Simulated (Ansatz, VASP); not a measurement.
# Cr3BP in VASP and in Ansatz

File INCAR:

```
ALGO     = Normal         # electronic algorithm
EDIFF    = 1E-7           # SCF threshold, eV
EDIFFG   = -0.04          # ionic threshold
ENCUT    = 600            # plane-wave cutoff, eV
GGA      = PE             # functional
IBRION   = 2              # ionic algorithm
ISIF     = 3              # what is computed and relaxed
ISMEAR   = 0              # smearing method
LASPH    = T              # aspherical terms in the spheres
LCHARG   = F              # write CHGCAR
LREAL    = F              # projectors in reciprocal space
LWAVE    = F              # write WAVECAR
NELM     = 80             # most SCF steps
NSW      = 90             # ionic steps
PREC     = Accurate       # precision mode
SIGMA    = 0.1            # smearing width, eV
```

KPOINTS

```
k-points
0
Gamma
  4 4 4
```

POSCAR

```
Cr3BP
1.0
    3.8215214185      0.0000000000      0.0000000000
    0.0000000000      3.8215214185      0.0000000000
    0.0000000000      0.0000000000      3.8215214185
Cr B P
3 1 1
Direct
    0.0000000000      0.5000000000      0.5000000000
    0.5000000000      0.0000000000      0.5000000000
    0.5000000000      0.5000000000      0.0000000000
    0.0000000000      0.0000000000      0.0000000000
    0.5000000000      0.5000000000      0.5000000000
```

Input for Ansatz:

```yaml
crystal:
  lattice:
    - [3.8215214185, 0.0, 0.0]
    - [0.0, 3.8215214185, 0.0]
    - [0.0, 0.0, 3.8215214185]
  atoms:
    - { symbol: Cr, position: [0.0, 0.5, 0.5] }
    - { symbol: Cr, position: [0.5, 0.0, 0.5] }
    - { symbol: Cr, position: [0.5, 0.5, 0.0] }
    - { symbol: B, position: [0.0, 0.0, 0.0] }
    - { symbol: P, position: [0.5, 0.5, 0.5] }
basis:
  ecutwfc: 420
kpoints:
  mp_grid: { grid: [4, 4, 4] }
hamiltonian:
  xc: pbe
scf:
  occupations: { method: gaussian, width: 0.1 }
  lower_state_search: "off"
output:
  forces: true
  stress: true
  eigenvalues: true
relax:
  adjacent_minimum: "off"
  f_tol: 0.04
  max_steps: 70
  cell: { stress_tol: 0.4 }
```

Alike in both runs: task relaxation of cell and atoms; functional PBE; k mesh 4 × 4 × 4; occupations gaussian, width 0.1 eV; no spin polarisation.

|  | VASP | Ansatz |
| --- | --- | --- |
| version | VASP 6.6.1 | Ansatz 0.2.0 |
| potentials or method | VASP PAW PBE potentials, release 64 (Cr_pv, B, P), cutoff 600 eV | scalar-relativistic, plane waves, PAW |
| valence electrons in the cell | 44 | 50 |

Ansatz gave:

* gap on the k mesh at the Fermi level, each at its own relaxed structure (eV): none
* relaxed volume (Å³/atom): 13.79
* relaxed cell length with the largest relative difference (Å): 4.100

Problem. What did VASP give for the same quantities?

Solution. gap on the k mesh at the Fermi level, each at its own relaxed structure (eV): none; relaxed volume (Å³/atom): 13.82; relaxed cell length with the largest relative difference (Å): 4.104.

A gap of «none» marks a metal or a gap that the smearing closes. VASP's potentials hold 44 valence electrons a cell and Ansatz's 50, so a difference there can come from the potentials and not from the codes.

The k mesh is coarse, so the values compare programs but aren't converged. Noted on VASP's run: the volume moved by over 15 % at a fixed basis, so the end points are rough.
